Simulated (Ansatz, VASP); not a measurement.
# TaSi in VASP and in Ansatz

The input INCAR:

```
SYSTEM = TaSi
PREC     = Accurate       ! precision mode
ENCUT    = 520            ! plane-wave cutoff, eV
EDIFF    = 1E-6           ! SCF threshold, eV
ISMEAR   = -1             ! smearing method
SIGMA    = 0.08           ! smearing width, eV
LREAL    = .False.        ! projectors in reciprocal space
LASPH    = .True.         ! aspherical terms in the spheres
NELM     = 80             ! most SCF steps
ALGO     = Normal         ! electronic algorithm
ISIF     = 2              ! what is computed and relaxed
LWAVE    = .False.        ! write WAVECAR
LCHARG   = .False.        ! write CHGCAR
GGA      = PE             ! functional
NBANDS   = 14             ! bands
```

The input KPOINTS:

```
Automatic mesh
0
Gamma
  10 10 10
  0 0 0
```

Contents of POSCAR:

```
TaSi
1.0
    0.0000000000      2.8851912417      2.8851912417
    2.8851912417      0.0000000000      2.8851912417
    2.8851912417      2.8851912417      0.0000000000
Ta Si
1 1
Direct
    0.0000000000      0.0000000000      0.0000000000
    0.2500000000      0.2500000000      0.2500000000
```

Input for Ansatz:

```yaml
crystal:
  lattice:
    - [0.0, 2.8851912417, 2.8851912417]
    - [2.8851912417, 0.0, 2.8851912417]
    - [2.8851912417, 2.8851912417, 0.0]
  atoms:
    - { symbol: Ta, position: [0.0, 0.0, 0.0] }
    - { symbol: Si, position: [0.25, 0.25, 0.25] }
kpoints:
  mp_grid: { grid: [10, 10, 10] }
scf:
  occupations: { method: fermi_dirac, width: 0.08 }
hamiltonian:
  xc: pbe
  pseudopotentials: { kind: all_electron, lapw: { basis_error: 0.0001 } }
output:
  forces: true
  stress: true
  eigenvalues: true
```

Alike in both runs: task single point; functional PBE; k mesh 10 × 10 × 10; occupations fermi-dirac, width 0.08 eV; no spin polarisation.

|  | VASP | Ansatz |
| --- | --- | --- |
| version | VASP 6.6.1 | Ansatz 0.2.0 |
| potentials or method | VASP PAW PBE potentials, release 64 (Ta_pv, Si), cutoff 520 eV | all-electron LAPW, scalar-relativistic |

Ansatz gave:

```
pressure (GPa) : -0.1
```

Q: Estimate VASP's values.

A: Pressure (GPa): 0.0.

Ansatz ran all-electron here, and VASP with PAW potentials.

Spin-orbit coupling is off throughout.
